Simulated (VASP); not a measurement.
Here is a VASP 6.6.1 calculation.

Contents of INCAR:

```
SYSTEM = TlSiW2
PREC     = Accurate       ! precision mode
ENCUT    = 520            ! plane-wave cutoff, eV
EDIFF    = 1E-6           ! SCF threshold, eV
ISMEAR   = -1             ! smearing method
SIGMA    = 0.1            ! smearing width, eV
LREAL    = .FALSE.        ! projectors in reciprocal space
LASPH    = .TRUE.         ! aspherical terms in the spheres
NELM     = 150            ! most SCF steps
ALGO     = Normal         ! electronic algorithm
ISIF     = 2              ! what is computed and relaxed
LWAVE    = .FALSE.        ! write WAVECAR
LCHARG   = .TRUE.         ! write CHGCAR
LMAXMIX  = 4              ! l up to which the mixer works
LDAU     = .TRUE.         ! DFT+U
LDAUTYPE = 2            
LDAUL    = -1 -1 2        ! shell
LDAUU    = 0 0 6          ! U, eV
LDAUJ    = 0 0 0        
LDAUPRINT= 1            
GGA      = PE             ! functional
LELF     = .TRUE.         ! ELF
LVHAR    = .TRUE.       
NBANDS   = 55             ! bands
```

File KPOINTS:

```
Automatic mesh
0
G
  4 4 4
  0 0 0
```

The input POSCAR:

```
TlSiW2
1.0
    0.0000000000      0.0000000000      5.8307960000
    3.6586720000     -3.6586720000      2.9153980000
    3.6586720000      3.6586720000     -2.9153980000
Tl Si W
2 2 4
Direct
    0.2500000000      0.0000000000      0.0000000000
    0.7500000000      0.0000000000      0.0000000000
    0.7500000000      0.5000000000      0.5000000000
    0.2500000000      0.5000000000      0.5000000000
    0.6570000000      0.5000000000      0.8140000000
    0.1570000000      0.1860000000      0.5000000000
    0.3430000000      0.5000000000      0.1860000000
    0.8430000000      0.8140000000      0.5000000000
```

Potentials or basis: VASP PAW PBE potentials, release 64 (Tl_d, Si, W_sv).

Run with:

```sh
$ cat potpaw_PBE.64/Tl_d/POTCAR potpaw_PBE.64/Si/POTCAR potpaw_PBE.64/W_sv/POTCAR > POTCAR
$ mpirun -np 1 vasp_std > vasp.out
```

Task: Estimate the pressure.

Result: 18.4 GPa.

Task: Predict the band gap on the k mesh.

Result: Zero (bands 45 and 46 overlap by 0.79 eV).

Eigenvalues of the final occupation matrices:
| site | spin | trace | eigenvalues |
| --- | --- | --- | --- |
| site 5 d | 1 | 1.77 | 0.18 0.21 0.29 0.48 0.60 |
| site 5 d | 2 | 1.77 | 0.18 0.21 0.29 0.48 0.60 |
| site 6 d | 1 | 1.77 | 0.18 0.21 0.29 0.48 0.60 |
| site 6 d | 2 | 1.77 | 0.18 0.21 0.29 0.48 0.60 |
| site 7 d | 1 | 1.77 | 0.18 0.21 0.29 0.48 0.60 |
| site 7 d | 2 | 1.77 | 0.18 0.21 0.29 0.48 0.60 |
| site 8 d | 1 | 1.77 | 0.18 0.21 0.29 0.48 0.60 |
| site 8 d | 2 | 1.77 | 0.18 0.21 0.29 0.48 0.60 |

Caveat: the cell stands under pressure; spin-orbit coupling is left out, which moves the levels of the heavy elements; U without spin polarisation on a metal has little footing; the U is typed as a test and isn't derived for this compound; forces of over 1 eV/Å act on the atoms, so gaps and moduli don't describe the material at rest.
